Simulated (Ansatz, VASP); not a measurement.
HfSi in VASP and in Ansatz

```
Hf Si
1.0
     3.27189    0.00000    0.00000
     0.00000    3.27189    0.00000
     0.00000    0.00000    3.27189
Hf Si
1 1
Direct
  0.00000 0.00000 0.00000
  0.50000 0.50000 0.50000
```

Alike in both runs: functional r2SCAN; k mesh 18 × 18 × 18; occupations gaussian, width 0.1 eV; no spin polarisation.

Ansatz relaxed the structure, and its values are those at the end. VASP's run is a single point on that final structure, the one shown.

```csv
,VASP,Ansatz
version,VASP 6.6.1,Ansatz 0.2.0
potentials or method,"VASP PAW PBE potentials, release 64 (Hf_pv, Si), cutoff 520 eV","scalar-relativistic, plane waves, PAW"
valence electrons in the cell,14,30
```

Ansatz gave:

```
gap on the k mesh at the Fermi level (eV) : none
pressure (GPa)                            : 0.0
```

**Question.** What did VASP give for the same quantities?

**Answer.** gap on the k mesh at the Fermi level (eV): none; pressure (GPa): -0.3.

VASP's potentials were made for PBE, not for r2SCAN. A gap of «none» marks a metal or a gap that the smearing closes. VASP's potentials hold 14 valence electrons a cell and Ansatz's 30, so a difference there can come from the potentials and not from the codes.

Spin-orbit coupling is off throughout.
